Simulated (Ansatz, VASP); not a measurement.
# Ge: VASP beside Ansatz

```
CELL_PARAMETERS angstrom
3.99697 0.00000 0.00000
-1.99848 3.46148 0.00000
0.00000 0.00000 6.59637
ATOMIC_POSITIONS crystal
Ge 0.66667 0.33333 0.08565
Ge 0.33333 0.66667 0.56291
Ge 0.66667 0.33333 0.43709
Ge 0.33333 0.66667 0.93709
```

Alike in both runs: task single point; functional PBEsol; k mesh 12 × 12 × 8; occupations gaussian, width 0.15 eV; no spin polarisation.

|  | VASP | Ansatz |
| --- | --- | --- |
| version | VASP 6.6.1 | Ansatz 0.2.0 |
| potentials or method | VASP PAW PBE potentials, release 64 (Ge_d), cutoff 520 eV | scalar-relativistic, plane waves, PAW |
| valence electrons in the cell | 56 | 56 |

VASP gave:

```
gap on the k mesh at the Fermi level (eV)                     : none
pressure (GPa)                                                : 0.2
traceless stress, the component that is largest in VASP (GPa) : 3.10
rms of the force components (eV/Å)                            : 0.751
```

Question: Which values does Ansatz return?

Answer: gap on the k mesh at the Fermi level (eV): none; pressure (GPa): 0.4; traceless stress, the component that is largest in VASP (GPa): 3.12; rms of the force components (eV/Å): 0.752.

VASP's potentials were made for PBE, not for PBEsol. Atom by atom the forces differ by 0.001 eV/Å (rms over components). A gap of «none» marks a metal or a gap that the smearing closes.
